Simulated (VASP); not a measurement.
Input of a VASP 6.6.1 run:

The input INCAR:

```
SYSTEM = Al6NiPd5
PREC = Accurate ; ENCUT = 520
EDIFF = 1E-7 ; ISMEAR = 0
SIGMA = 0.1 ; LREAL = .False.
LASPH = .True. ; NELM = 80
ALGO = Fast ; ISIF = 2
LWAVE = .False. ; LCHARG = .False.
GGA = CA ; NBANDS = 51
```

Contents of KPOINTS:

```
regular mesh
0
Gamma
  10 10 4
  0 0 0
```

Contents of POSCAR:

```
Al6NiPd5
1.0
    4.2973147030      0.0000000000      0.0000000000
    0.0000000000      4.2973147030      0.0000000000
    0.0000000000      0.0000000000      9.2150195591
Al Ni Pd
6 1 5
Direct
    0.0000000000      0.5000000000      0.6592264078
    0.0000000000      0.5000000000      0.0000000000
    0.0000000000      0.5000000000      0.3407735922
    0.5000000000      0.0000000000      0.6592264078
    0.5000000000      0.0000000000      0.0000000000
    0.5000000000      0.0000000000      0.3407735922
    0.0000000000      0.0000000000      0.5000000000
    0.0000000000      0.0000000000      0.8276779425
    0.0000000000      0.0000000000      0.1723220575
    0.5000000000      0.5000000000      0.8323599580
    0.5000000000      0.5000000000      0.1676400420
    0.5000000000      0.5000000000      0.5000000000
```

Potentials or basis: VASP PAW LDA potentials, release 64 (Al, Ni, Pd).

Command:

```sh
$ cat potpaw_LDA.64/Al/POTCAR potpaw_LDA.64/Ni/POTCAR potpaw_LDA.64/Pd/POTCAR > POTCAR
$ mpirun -np 1 vasp_std > vasp.out
```

What does it give for the band gap on the k mesh?

Zero (bands 39 and 40 overlap by 2.59 eV).

Estimate the largest force.

0.010 eV/Å.

What does it give for the pressure?

-9.1 GPa.

Forces on the atoms (eV/Å):
```
Al   0.000  0.000  0.002
Al   0.000  0.000  0.000
Al   0.000  0.000 -0.002
Al   0.000  0.000  0.002
Al   0.000  0.000  0.000
Al   0.000  0.000 -0.002
Ni   0.000  0.000  0.000
Pd   0.000  0.000 -0.010
Pd   0.000  0.000  0.010
Pd   0.000  0.000  0.010
Pd   0.000  0.000 -0.010
Pd   0.000  0.000  0.000
```

Caveat: the cell stands under tension. Spin polarisation is off, so any magnetic state and its effect on volume and gap are missing.
